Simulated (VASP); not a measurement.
Mg: relaxation of shape and atoms at fixed volume with PBE

Crystal: Mg.

```xyz
2
Lattice="3.1107 0.0000 0.0000 -1.5554 2.6940 0.0000 0.0000 0.0000 4.9789" Properties=species:S:1:pos:R:3 pbc="T T T"
Mg    0.0000    1.7960    1.2447
Mg    1.5554    0.8980    3.7342
```

This cell differs from its parent crystal: volume scaled by 0.91.

```yaml
Program: VASP 6.6.1
Task: relaxation of shape and atoms at fixed volume
Functional: PBE
Potentials_or_basis: VASP PAW PBE potentials, release 64 (Mg)
Cutoff: 600 eV
k_mesh: 15 × 15 × 8
Occupations: gaussian, width 0.1 eV
Spin: no spin polarisation
Dipole_correction: no
Further_INCAR_settings: ALGO = Normal; EDIFF = 1e-06; IBRION = 2; EDIFFG = -0.01; NSW = 50; ISIF = 4
```

```yaml
Pressure_after_relaxing: 4.0 GPa
Band_gap_on_the_k_mesh: zero (band 2 reaches 4.06 eV, above the bottom of band 3 at 2.05 eV)
```

Final structure:
```yaml
crystal:
  lattice:
    - [3.11072, 0.00000, 0.00000]
    - [-1.55536, 2.69396, 0.00000]
    - [0.00000, 0.00000, 4.97892]
  atoms:
    - { symbol: Mg, position: [0.33333, 0.66667, 0.25000] }
    - { symbol: Mg, position: [0.66667, 0.33333, 0.75000] }
```

Levels at points of the mesh, in eV from the Fermi level:
| k point | band 1 | band 2 | band 3 | band 4 | band 5 |
| --- | --- | --- | --- | --- | --- |
| (0.00, 0.00, 0.00) | -7.35 | -1.76 | -1.10 | 11.35 | 11.35 |
| (0.00, 0.00, 0.50) | -5.84 | -5.84 | 5.56 | 5.56 | 12.12 |

Wall time 26 s on 1 thread of Intel(R) Xeon(R) Platinum 8259CL CPU @ 2.50GHz (Skylake/Cascade Lake), on a shared host, peak memory 0.2 GiB.

Caveat: the relaxation stopped at its first step, so nothing moved.
